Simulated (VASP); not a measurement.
Write the native input for VASP 6.6.1 that does the following.

| Property | Result |
| --- | --- |
| Task | density of states |
| Functional | PBEsol |
| Potentials or basis | VASP PAW PBE potentials, release 64 (Ta_pv, N) |
| Cutoff | 520 eV |
| k mesh | 16 × 16 × 16 |
| Occupations | gaussian, width 0.1 eV |
| Spin | no spin polarisation |
| Dipole correction | no |
| k mesh for the DOS | 24 × 24 × 24 |
| Occupations for the DOS | tetrahedron |
| Further INCAR settings | ALGO = Normal; EDIFF = 1e-06; NBANDS = 15 |

The system is TaN.

```
Ta N
1.0
     0.00000    2.18784    2.18784
     2.18784    0.00000    2.18784
     2.18784    2.18784    0.00000
Ta N
1 1
Direct
  0.50000 0.50000 0.50000
  0.00000 0.00000 0.00000
```

The input as run:

POSCAR

```
TaN
1.0
    0.0000000000      2.1878447014      2.1878447014
    2.1878447014      0.0000000000      2.1878447014
    2.1878447014      2.1878447014      0.0000000000
Ta N
1 1
Direct
    0.5000000000      0.5000000000      0.5000000000
    0.0000000000      0.0000000000      0.0000000000
```

INCAR.step1

```
PREC = Accurate
ENCUT = 520
EDIFF = 1E-6
ISMEAR = 0
SIGMA = 0.1
LREAL = F
LASPH = T
NELM = 60
ALGO = Normal
ISIF = 2
LWAVE = F
LCHARG = T
LMAXMIX = 4
GGA = PS
NBANDS = 15
```

KPOINTS.step1

```
regular mesh
0
Gamma
  16 16 16
```

INCAR.step2

```
PREC = Accurate
ENCUT = 520
EDIFF = 1E-6
ISMEAR = -5
SIGMA = 0.1
LREAL = F
LASPH = T
NELM = 60
ALGO = Normal
ISIF = 2
LWAVE = F
LCHARG = F
LMAXMIX = 4
GGA = PS
LORBIT = 10
NBANDS = 15
NEDOS = 2001
ICHARG = 11
```

KPOINTS.step2

```
regular mesh
0
Gamma
  24 24 24
```

Potentials or basis: VASP PAW PBE potentials, release 64 (Ta_pv, N).

Launch:

```console
$ cat potpaw_PBE.64/Ta_pv/POTCAR potpaw_PBE.64/N/POTCAR > POTCAR
$ cp INCAR.step1 INCAR
$ cp KPOINTS.step1 KPOINTS
$ mpirun -np 1 vasp_std > vasp.out
$ cp INCAR.step2 INCAR
$ cp KPOINTS.step2 KPOINTS
$ mpirun -np 1 vasp_std > vasp.out
```

It gave:

```json
{"Valence electrons inside the program's atomic spheres": "Ta 8.99; N 3.76"}
```

Caveat: spin-orbit coupling is left out, which moves the levels of the heavy elements.

Wall time 34 s on 1 thread of Intel(R) Xeon(R) 6975P-C (Granite Rapids) (shared host), peak memory 0.24 GiB.
